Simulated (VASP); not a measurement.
# HfB2 (P6/mmm) in VASP: notebook

The runs below take HfB2 through single point, with PBEsol+D3(BJ), PBEsol+D4, RPBE+D4, revPBE+D3(BJ).

All numbers are computed with VASP 6.6.1; they aren't measurements. Logs are shortened: lines on timing, memory, paths and dates and some standing lists are left out, and cuts for length are marked.

## (1) The cell of the first run

The structure is hexagonal, space group P6/mmm (No. 191). Conventional cell: a = 3.105 Å, b = 3.105 Å, c = 3.420 Å, α = 90.00°, β = 90.00°, γ = 120.00°. Within 3.3 Å of Hf (site symmetry 6/mmm) lie 12 B at 2.48 Å and 6 Hf at 3.10 Å. B (site symmetry -6m2) has 3 B at 1.79 Å within 2.4 Å.

## (2) Single point, PBEsol+D3(BJ)

File INCAR:

```
SYSTEM = HfB2
ALGO     = Normal         ! electronic algorithm
EDIFF    = 1E-6           ! SCF threshold, eV
ENCUT    = 520            ! plane-wave cutoff, eV
GGA      = PS             ! functional
ISIF     = 2              ! what is computed and relaxed
ISMEAR   = -1             ! smearing method
IVDW     = 12             ! dispersion correction
LASPH    = .TRUE.         ! aspherical terms in the spheres
LCHARG   = .FALSE.        ! write CHGCAR
LREAL    = .FALSE.        ! projectors in reciprocal space
LWAVE    = .FALSE.        ! write WAVECAR
NBANDS   = 15             ! bands
NELM     = 80             ! most SCF steps
PREC     = Accurate       ! precision mode
SIGMA    = 0.05           ! smearing width, eV
```

File KPOINTS:

```
k-points
0
G
  10 10 8
  0 0 0
```

File POSCAR:

```
HfB2
1.0
    3.1047452354      0.0000000000      0.0000000000
   -1.5523726177      2.6887882461      0.0000000000
    0.0000000000      0.0000000000      3.4196478177
Hf B
1 2
Direct
    0.0000000000      0.0000000000      0.0000000000
    0.6666666667      0.3333333333      0.5000000000
    0.3333333333      0.6666666667      0.5000000000
```

Potentials or basis: VASP PAW PBE potentials, release 64 (Hf_pv, B).

Command:

```
> cat potpaw_PBE.64/Hf_pv/POTCAR potpaw_PBE.64/B/POTCAR > POTCAR
> mpirun -np 1 vasp_std > vasp.out
```

OUTCAR:

```text
SYSTEM = HfB2
   EDIFF = 1E-6
   ENCUT = 520
   GGA = PS
   ISIF = 2
   ISMEAR = -1
   IVDW = 12
   LASPH = .TRUE.
   LREAL = .FALSE.
   NELM = 80
   PREC = Accurate
 IVDW          = 12

 ion  position               nearest neighbor table
   1  0.000  0.000  0.000-   2 2.48   3 2.48   2 2.48   3 2.48   3 2.48   3 2.48   2 2.48   2 2.48
                             2 2.48   2 2.48   3 2.48   3 2.48
   2  0.667  0.333  0.500-   3 1.79   3 1.79   3 1.79   1 2.48   1 2.48   1 2.48   1 2.48   1 2.48
                             1 2.48
   3  0.333  0.667  0.500-   2 1.79   2 1.79   2 1.79   1 2.48   1 2.48   1 2.48   1 2.48   1 2.48
                             1 2.48

  LATTYP: Found a hexagonal cell.
 ALAT       =     3.1047452354
 C/A-ratio  =     1.1014262229

  Lattice vectors:

 A1 = (   3.1047452354,   0.0000000000,   0.0000000000)
 A2 = (  -1.5523726177,   2.6887882461,   0.0000000000)
 A3 = (   0.0000000000,   0.0000000000,   3.4196478177)

Analysis of symmetry for initial positions (statically):
=====================================================================
 Subroutine PRICEL returns:
 Original cell was already a primitive cell.

 Routine SETGRP: Setting up the symmetry group for a
 hexagonal supercell.

 Subroutine GETGRP returns: Found 24 space group operations
 (whereof 24 operations were pure point group operations)
 out of a pool of 24 trial point group operations.

The static configuration has the point symmetry D_6h.

Analysis of symmetry for dynamics (positions and initial velocities):
=====================================================================
 Subroutine PRICEL returns:
 Original cell was already a primitive cell.

 Routine SETGRP: Setting up the symmetry group for a
 hexagonal supercell.

 Subroutine GETGRP returns: Found 24 space group operations
 (whereof 24 operations were pure point group operations)
 out of a pool of 24 trial point group operations.

The dynamic configuration has the point symmetry D_6h.

 Subroutine INISYM returns: Found 24 space group operations
 (whereof 24 operations are pure point group operations),
 and found     1 'primitive' translations

----------------------------------------------------------------------------------------

                                     Primitive cell

  volume of cell :      28.5472

  direct lattice vectors                    reciprocal lattice vectors
     3.104745235  0.000000000  0.000000000     0.322087619  0.185957373  0.000000000
    -1.552372618  2.688788246  0.000000000     0.000000000  0.371914747  0.000000000
     0.000000000  0.000000000  3.419647818     0.000000000  0.000000000  0.292427774

  length of vectors
     3.104745235  3.104745235  3.419647818     0.371914747  0.371914747  0.292427774

  position of ions in fractional coordinates (direct lattice)
     0.000000000  0.000000000  0.000000000
     0.666666667  0.333333333  0.500000000
     0.333333333  0.666666667  0.500000000

  ion indices of the primitive-cell ions
   primitive index   ion index
                 1           1
                 2           2
                 3           3

----------------------------------------------------------------------------------------

 KPOINTS: k-points

Automatic generation of k-mesh.
 Grid dimensions read from file:
 generate k-points for:   10   10    8

 Generating k-lattice:

  Cartesian coordinates                     Fractional coordinates (reciprocal lattice)
     0.032208762  0.018595737  0.000000000     0.100000000  0.000000000  0.000000000
     0.000000000  0.037191475  0.000000000     0.000000000  0.100000000  0.000000000
     0.000000000  0.000000000  0.036553472     0.000000000  0.000000000  0.125000000

  Length of vectors
     0.037191475  0.037191475  0.036553472

  Shift w.r.t. Gamma in fractional coordinates (k-lattice)
     0.000000000  0.000000000  0.000000000

 Subroutine IBZKPT returns following result:
 ===========================================

 Found     70 irreducible k-points:

 Following reciprocal coordinates:
            Coordinates               Weight
  0.000000  0.000000  0.000000      1.000000
  0.100000  0.000000  0.000000      6.000000
  0.200000  0.000000  0.000000      6.000000
  0.300000  0.000000  0.000000      6.000000
  0.400000 -0.000000  0.000000      6.000000
  0.500000 -0.000000  0.000000      3.000000
[... 16 lines left out ...]
  0.300000  0.100000  0.125000     24.000000
  0.400000  0.100000  0.125000     24.000000
 [... further k-points ...]
   k-points           NKPTS =     70   k-points in BZ     NKDIM =     70   number of bands    NBANDS=     15
   number of dos      NEDOS =    301   number of ions     NIONS =      3
   total plane-waves  NPLWV =  16128
   dimension x,y,z NGX =    24 NGY =   24 NGZ =   28
   dimension x,y,z NGXF=    48 NGYF=   48 NGZF=   56
   ions per type =               1   2
   NGX,Y,Z   is equivalent  to a cutoff of  12.85, 12.85, 13.61 a.u.
[... 27 lines left out ...]
   EFERMI_NEDOS =   21; number of points for ismear=-14 and -15
   IALGO  =     38    algorithm
   IMIX   =      4    mixing-type and parameters
     AMIX     =   0.40;   BMIX     =  1.00
     AMIX_MAG =   1.60;   BMIX_MAG =  1.00
  volume/ion in A,a.u.               =       9.52        64.22
  Fermi-wavevector in a.u.,A,eV,Ry     =   1.349771  2.550698 24.788215  1.821882
  Thomas-Fermi vector in A             =   2.477331
   LORBIT       =      0    0 simple, 1 ext, 2 COOP (PROOUT), +10 PAW based schemes
   GGA     = PS    functional components
   LHFCALC =     F    Hartree Fock is set to
   AEXX    =    0.0000 exact exchange contribution
   IVDW    =    12    specifies the selected vdW correction
   LEPSILON=     F    determine dielectric tensor
   LRPA    =     F    only Hartree local field effects (RPA)
 non-spin polarized calculation
  energy-cutoff  :      520.00
  volume of cell :       28.55
 maximum number of plane-waves:       784
 NGX is ok and might be reduce to    24
   NGX = 11   NGY = 11   NGZ = 13

 number of electron      16.0000001 magnetization

 Free energy of the ion-electron system (eV)
  ---------------------------------------------------
  ext. energy  EPLUGINS =         0.00000000
  ---------------------------------------------------
  free energy    TOTEN  =       -27.85115485 eV

  energy without entropy =      -27.84852746  energy(sigma->0) =      -27.84984115

 E-fermi :   7.7357     XC(G=0): -12.8709

 val. band max:        7.6696618186   @ k =   0.2000   0.2000   0.1250
 cond. band min:       7.9701267195   @ k =   0.1000   0.1000   0.2500
 fundamental gap:      0.3004649009
 Fermi energy:         7.7356585607

 k-point     1 :       0.0000    0.0000    0.0000
  band No.  band energies     occupation
      1     -22.5694      2.00000
      2     -22.0286      2.00000
      3     -22.0286      2.00000
      4      -6.0756      2.00000
      5       4.7514      2.00000
      6       4.8513      2.00000
      7       4.8513      2.00000
      8       5.1926      2.00000
      9      12.0613      0.00000
     10      12.0613      0.00000
     11      12.8062      0.00000
     12      12.8062      0.00000
     13      13.0024      0.00000
     14      13.0024      0.00000
     15      13.1341      0.00000

 k-point     2 :       0.1000    0.0000    0.0000
  band No.  band energies     occupation
      1     -22.5548      2.00000
      2     -22.1179      2.00000
      3     -22.0482      2.00000
      4      -5.8505      2.00000
      5       4.2637      2.00000
      6       4.8504      2.00000
      7       4.9685      2.00000
      8       4.9821      2.00000
      9      11.3247      0.00000
     10      11.9039      0.00000
     11      11.9178      0.00000
     12      12.3356      0.00000
     13      13.7359      0.00000
     14      14.2374      0.00000
     15      14.5315      0.00000
[... 365 lines left out ...]
      3     -22.2298      2.00000
      4      -3.3985      2.00000
      5       0.6505      2.00000
      6       3.3062      2.00000
      7       4.0696      2.00000
      8       5.9985      2.00000
      9       8.9832      0.00000
     10      11.3717      0.00000
     11      12.3686      0.00000
     12      13.7019      0.00000
     13      15.6708      0.00000
     14      16.3839      0.00000
     15      19.2226      0.00000

 k-point    24 :       0.4000    0.1000    0.1250
  band No.  band energies     occupation
      1     -22.8464      2.00000
      2     -22.4579      2.00000
      3     -22.2737      2.00000
      4      -2.1937      2.00000
      5      -0.7981      2.00000
      6       3.1310      2.00000
      7       4.0505      2.00000
      8       5.5489      2.00000
      9       9.0977      0.00000
     10      12.2079      0.00000
     11      12.2770      0.00000
     12      14.4066      0.00000
     13      15.7828      0.00000
     14      16.7670      0.00000
     15      19.2002      0.00000

 [... further k-points ...]

------------------------ aborting loop because EDIFF is reached ----------------------------------------

 Edisp (eV)   -1.08151

 E8    (eV) :    -0.7361

  FORCE on cell =-STRESS in cart. coord.  units (eV):
  Direction    XX          YY          ZZ          XY          YZ          ZX
  --------------------------------------------------------------------------------------
  -------------------------------------------------------------------------------------
  Total      -0.01471    -0.01471     0.05565     0.00000     0.00000    -0.00000
  in kB      -0.82585    -0.82585     3.12340     0.00000     0.00000    -0.00000
  external pressure =        0.49 kB  Pullay stress =        0.00 kB

 VOLUME and BASIS-vectors are now :
 -----------------------------------------------------------------------------
  energy-cutoff  :      520.00
  volume of cell :       28.55
      direct lattice vectors                 reciprocal lattice vectors
     3.104745235  0.000000000  0.000000000     0.322087619  0.185957373  0.000000000
    -1.552372618  2.688788246  0.000000000     0.000000000  0.371914747  0.000000000
     0.000000000  0.000000000  3.419647818     0.000000000  0.000000000  0.292427774

 POSITION                                       TOTAL-FORCE (eV/Angst)
 -----------------------------------------------------------------------------------
      0.00000      0.00000      0.00000         0.000000      0.000000     -0.000000
      1.55237      0.89626      1.70982         0.000000     -0.000000     -0.000000
     -0.00000      1.79253      1.70982        -0.000000     -0.000000      0.000000
 -----------------------------------------------------------------------------------
    total drift:                               -0.000000      0.000000      0.000000

  FREE ENERGIE OF THE ION-ELECTRON SYSTEM (eV)
  ---------------------------------------------------
  free  energy   TOTEN  =       -28.9326695485 eV

  energy  without entropy=      -28.9300421613  energy(sigma->0) =      -28.93135585
```

It took 12 s on 1 thread of Intel Xeon Platinum 8488C (Sapphire Rapids), shared host; peak memory 0.17 GiB.

What came out:

```
Free energy                : -28.9327 eV
Pressure                   : 0.0 GPa
Band gap on the k mesh     : zero (band 8 reaches 8.40 eV, above the bottom of band 9 at 7.60 eV)
Dispersion energy per atom : -0.361 eV
```

Caveat: the PAW data sets were made with another functional, which shifts forces and pressure a little; spin-orbit coupling is left out, which moves the levels of the heavy elements; pairwise dispersion overbinds metals, which lowers pressure and volume.

## (3) Single point, PBEsol+D4

This run uses another cell than the first one, of 9.61 Å³/atom, 1.010 times its volume.

File INCAR:

```
SYSTEM = HfB2
PREC = Accurate ; ENCUT = 520
EDIFF = 1E-6 ; ISMEAR = -1
SIGMA = 0.05 ; LREAL = .FALSE.
LASPH = .TRUE. ; NELM = 80
ALGO = Normal ; ISIF = 2
LWAVE = .FALSE. ; LCHARG = .TRUE.
GGA = PS ; IVDW = 13
LELF = .TRUE. ; LVHAR = .TRUE.
NBANDS = 15
```

File KPOINTS:

```
regular mesh
0
G
  10 10 8
  0 0 0
```

File POSCAR:

```
HfB2
1.0
    3.1162184133      0.0000000000      0.0000000000
   -1.5581092066      2.6987243096      0.0000000000
    0.0000000000      0.0000000000      3.4271276432
Hf B
1 2
Direct
    0.0000000000      0.0000000000      0.0000000000
    0.6666666667      0.3333333333      0.5000000000
    0.3333333333      0.6666666667      0.5000000000
```

Potentials or basis: VASP PAW PBE potentials, release 64 (Hf_pv, B).

Command:

```
> cat potpaw_PBE.64/Hf_pv/POTCAR potpaw_PBE.64/B/POTCAR > POTCAR
> mpirun -np 1 vasp_std > vasp.out
```

Wall time 14 s (1 thread of Intel Xeon Platinum 8488C (Sapphire Rapids), shared host); peak memory 0.16 GiB.

The run converged. Its results:

```
Free energy                : -28.4133 eV
Pressure                   : 0.0 GPa
Band gap on the k mesh     : zero (band 8 reaches 8.30 eV, above the bottom of band 9 at 7.53 eV)
Dispersion energy per atom : -0.185 eV
```

Stress tensor (GPa, compression positive):
```
-0.14  0.00  0.00
 0.00 -0.14  0.00
 0.00  0.00  0.21
```

Levels at points of the mesh, in eV from the Fermi level:
| k point | band 5 | band 6 | band 7 | band 8 | band 9 | band 10 | band 11 | band 12 |
| --- | --- | --- | --- | --- | --- | --- | --- | --- |
| (0.00, 0.00, 0.00) | -2.96 | -2.88 | -2.88 | -2.54 | 4.27 | 4.27 | 5.03 | 5.03 |
| (0.50, 0.00, 0.00) | -8.89 | -4.06 | -3.33 | -2.87 | 2.37 | 2.93 | 5.96 | 5.99 |
| (0.00, 0.00, 0.50) | -8.36 | -1.07 | -1.07 | 0.35 | 0.35 | 1.12 | 1.12 | 2.56 |
| (0.50, 0.00, 0.50) | -7.35 | -4.98 | -4.71 | -2.47 | 4.30 | 4.54 | 6.58 | 7.76 |

Caveat: the PAW data sets were made with another functional, which shifts forces and pressure a little; spin-orbit coupling is left out, which moves the levels of the heavy elements; pairwise dispersion overbinds metals, which lowers pressure and volume.

## (4) Single point, RPBE+D4

This run uses another cell than the first one, of 9.64 Å³/atom, 1.013 times its volume.

File INCAR:

```
  PREC = Accurate
  ENCUT = 520
  EDIFF = 1E-6
  ISMEAR = -1
  SIGMA = 0.05
  LREAL = F
  LASPH = T
  NELM = 60
  ALGO = Normal
  ISIF = 2
  LWAVE = F
  LCHARG = T
  GGA = RP
  IVDW = 13
  LELF = T
  LVHAR = T
  NBANDS = 15
```

File KPOINTS:

```
Automatic mesh
0
Gamma
  10 10 8
```

File POSCAR:

```
HfB2
1.0
    3.1203959866      0.0000000000      0.0000000000
   -1.5601979933      2.7023421942      0.0000000000
    0.0000000000      0.0000000000      3.4280577227
Hf B
1 2
Direct
    0.0000000000      0.0000000000      0.0000000000
    0.6666666667      0.3333333333      0.5000000000
    0.3333333333      0.6666666667      0.5000000000
```

Command:

```
> cat potpaw_PBE.64/Hf_pv/POTCAR potpaw_PBE.64/B/POTCAR > POTCAR
> mpirun -np 1 vasp_std > vasp.out
```

Run time: 13 s. Hardware: 1 thread of Intel Xeon Platinum 8488C (Sapphire Rapids), shared host; peak memory 0.16 GiB.

Results (log left out):

- Free energy: -27.1560 eV
- Pressure: -0.4 GPa
- Band gap on the k mesh: zero (band 8 reaches 8.52 eV, above the bottom of band 9 at 7.75 eV)
- Dispersion energy per atom: -0.642 eV

Stress tensor (GPa, compression positive):
```
-0.53  0.00  0.00
 0.00 -0.53  0.00
 0.00  0.00 -0.15
```

Levels at points of the mesh, in eV from the Fermi level:
| k point | band 5 | band 6 | band 7 | band 8 | band 9 | band 10 | band 11 | band 12 |
| --- | --- | --- | --- | --- | --- | --- | --- | --- |
| (0.00, 0.00, 0.00) | -2.93 | -2.92 | -2.92 | -2.61 | 4.28 | 4.28 | 5.02 | 5.02 |
| (0.50, 0.00, 0.00) | -9.05 | -4.07 | -3.39 | -2.86 | 2.30 | 2.94 | 5.92 | 5.96 |
| (0.00, 0.00, 0.50) | -8.38 | -1.14 | -1.14 | 0.34 | 0.34 | 1.13 | 1.13 | 2.60 |
| (0.50, 0.00, 0.50) | -7.47 | -5.01 | -4.71 | -2.56 | 4.18 | 4.58 | 6.54 | 7.72 |

Caveat: the PAW data sets were made with another functional, which shifts forces and pressure a little; spin-orbit coupling is left out, which moves the levels of the heavy elements; pairwise dispersion overbinds metals, which lowers pressure and volume.

## (5) Single point, revPBE+D3(BJ)

This run uses another cell than the first one, of 9.64 Å³/atom, 1.013 times its volume.

File INCAR:

```
  ALGO = Normal
  EDIFF = 1E-7
  ENCUT = 520
  GGA = RE
  ISIF = 2
  ISMEAR = -1
  IVDW = 12
  LASPH = True
  LCHARG = False
  LREAL = False
  LWAVE = False
  NBANDS = 15
  NELM = 80
  PREC = Accurate
  SIGMA = 0.05
```

File KPOINTS:

```
k-points
0
Gamma
  10 10 8
```

File POSCAR:

```
HfB2
1.0
    3.1120084308      0.0000000000      0.0000000000
   -1.5560042154      2.6950783579      0.0000000000
    0.0000000000      0.0000000000      3.4479736307
Hf B
1 2
Direct
    0.0000000000      0.0000000000      0.0000000000
    0.6666666667      0.3333333333      0.5000000000
    0.3333333333      0.6666666667      0.5000000000
```

Command:

```
> cat potpaw_PBE.64/Hf_pv/POTCAR potpaw_PBE.64/B/POTCAR > POTCAR
> mpirun -np 1 vasp_std > vasp.out
```

It took 13 s on 1 thread of Intel Xeon Platinum 8488C (Sapphire Rapids), shared host; peak memory 0.17 GiB.

Results (log left out):

| Property | Result |
| --- | --- |
| Free energy | -27.5765 eV |
| Pressure | -0.4 GPa |
| Band gap on the k mesh | zero (band 8 reaches 8.57 eV, above the bottom of band 9 at 7.72 eV) |
| Dispersion energy per atom | -0.698 eV |

Stress tensor (GPa, compression positive):
```
-0.55  0.00  0.00
 0.00 -0.55  0.00
 0.00  0.00 -0.18
```

Levels at points of the mesh, in eV from the Fermi level:
| k point | band 4 | band 5 | band 6 | band 7 | band 8 | band 9 | band 10 | band 11 | band 12 | band 13 |
| --- | --- | --- | --- | --- | --- | --- | --- | --- | --- | --- |
| (0.00, 0.00, 0.00) | -13.85 | -2.97 | -2.85 | -2.85 | -2.68 | 4.28 | 4.28 | 4.94 | 4.94 | 5.21 |
| (0.50, 0.00, 0.00) | -9.83 | -9.02 | -4.12 | -3.36 | -2.84 | 2.27 | 2.93 | 5.90 | 6.03 | 6.57 |
| (0.00, 0.00, 0.50) | -11.33 | -8.38 | -1.09 | -1.09 | 0.43 | 0.43 | 1.14 | 1.14 | 2.44 | 5.28 |
| (0.50, 0.00, 0.50) | -10.41 | -7.47 | -4.96 | -4.70 | -2.54 | 4.23 | 4.45 | 6.59 | 7.59 | 7.73 |

Caveat: the PAW data sets were made with another functional, which shifts forces and pressure a little; spin-orbit coupling is left out, which moves the levels of the heavy elements; pairwise dispersion overbinds metals, which lowers pressure and volume.

## (6) Summary

```csv
level,cell,gap on the mesh (eV),pressure (GPa)
PBEsol+D3(BJ),"a = 3.105, b = 3.105, c = 3.420 Å, angles 90.0, 90.0, 120.0°, 3 atoms",none,0.0
PBEsol+D4,"a = 3.116, b = 3.116, c = 3.427 Å, angles 90.0, 90.0, 120.0°, 3 atoms",none,0.0
RPBE+D4,"a = 3.120, b = 3.120, c = 3.428 Å, angles 90.0, 90.0, 120.0°, 3 atoms",none,-0.4
revPBE+D3(BJ),"a = 3.112, b = 3.112, c = 3.448 Å, angles 90.0, 90.0, 120.0°, 3 atoms",none,-0.4
```

Alike in all rows: task single point; potentials or basis VASP PAW PBE potentials, release 64 (Hf_pv, B); no spin polarisation; k mesh 10 × 10 × 8; cutoff (eV) 520; smearing fermi-dirac 0.05 eV.

Caveats: the PAW data sets were made with another functional, which shifts forces and pressure a little; spin-orbit coupling is left out, which moves the levels of the heavy elements; pairwise dispersion overbinds metals, which lowers pressure and volume.

Total energies depend on the potentials used, so only differences within one code and one set of settings carry meaning.
